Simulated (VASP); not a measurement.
Crystal: TaN.

```
Ta N
1.0
     2.93800    0.00000    0.00000
    -1.46900    2.54438    0.00000
     0.00000    0.00000    2.88300
Ta N
1 1
Direct
  0.33333 0.66667 0.50000
  0.00000 0.00000 0.00000
```

Base run:

```yaml
Program: VASP 6.6.1
Functional: PBEsol
Potentials_or_basis: VASP PAW PBE potentials, release 64 (Ta_pv, N)
Cutoff: 520 eV
k_mesh: 12 × 12 × 10
Occupations: fermi-dirac, width 0.02 eV
Spin: no spin polarisation
```

Its results: band gap on the k mesh zero (band 8 reaches 8.49 eV, above the bottom of band 9 at 7.99 eV); pressure -4.1 GPa.

The run is repeated on the same cell with these changes: functional from PBEsol to PBE; further incar settings from ALGO = Normal; EDIFF = 1e-08; NBANDS = 15 to ALGO = Normal; EDIFF = 1e-06; NBANDS = 15. What comes out?

Band gap on the k mesh zero (band 8 reaches 8.67 eV, above the bottom of band 9 at 8.17 eV); pressure 5.4 GPa.

Caveats: spin-orbit coupling is left out, which moves the levels of the heavy elements; the PAW data sets were made with another functional, which shifts forces and pressure a little (some runs).
